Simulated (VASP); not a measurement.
Input of a VASP 6.6.1 run:

Contents of INCAR:

```
SYSTEM = TaCuN2
PREC     = Accurate       ! precision mode
ENCUT    = 520            ! plane-wave cutoff, eV
EDIFF    = 1E-6           ! SCF threshold, eV
ISMEAR   = 0              ! smearing method
SIGMA    = 0.05           ! smearing width, eV
LREAL    = .False.        ! projectors in reciprocal space
LASPH    = .True.         ! aspherical terms in the spheres
NELM     = 60             ! most SCF steps
ALGO     = Normal         ! electronic algorithm
ISIF     = 2              ! what is computed and relaxed
LWAVE    = .False.        ! write WAVECAR
LCHARG   = .True.         ! write CHGCAR
LELF     = .True.         ! ELF
LVHAR    = .True.       
NBANDS   = 24             ! bands
```

The input KPOINTS:

```
regular mesh
0
Gamma
  12 12 12
  0 0 0
```

The input POSCAR:

```
TaCuN2
1.0
    1.5249814206      0.8804484337      5.6826055923
   -1.5249814206      0.8804484337      5.6826055923
    0.0000000000     -1.7608968673      5.6826055923
Ta Cu N
1 1 2
Direct
    0.5000000000      0.5000000000      0.5000000000
    0.0000000000      0.0000000000      0.0000000000
    0.1046071747      0.1046071747      0.1046071747
    0.8953928253      0.8953928253      0.8953928253
```

Potentials or basis: VASP PAW LDA potentials, release 64 (Ta_pv, Cu, N).

Command:

```console
$ cat potpaw_LDA.64/Ta_pv/POTCAR potpaw_LDA.64/Cu/POTCAR potpaw_LDA.64/N/POTCAR > POTCAR
$ mpirun -np 1 vasp_std > vasp.out
```

(1) What does it give for the band gap on the k mesh?

(2) Estimate the pressure.

(3) What does it give for the largest force?

Results:

(1) 0.21 eV (least direct gap 0.69 eV).

(2) 11.6 GPa.

(3) 0.020 eV/Å.

Caveat: the cell stands under pressure; spin-orbit coupling is left out, which moves the levels of the heavy elements.
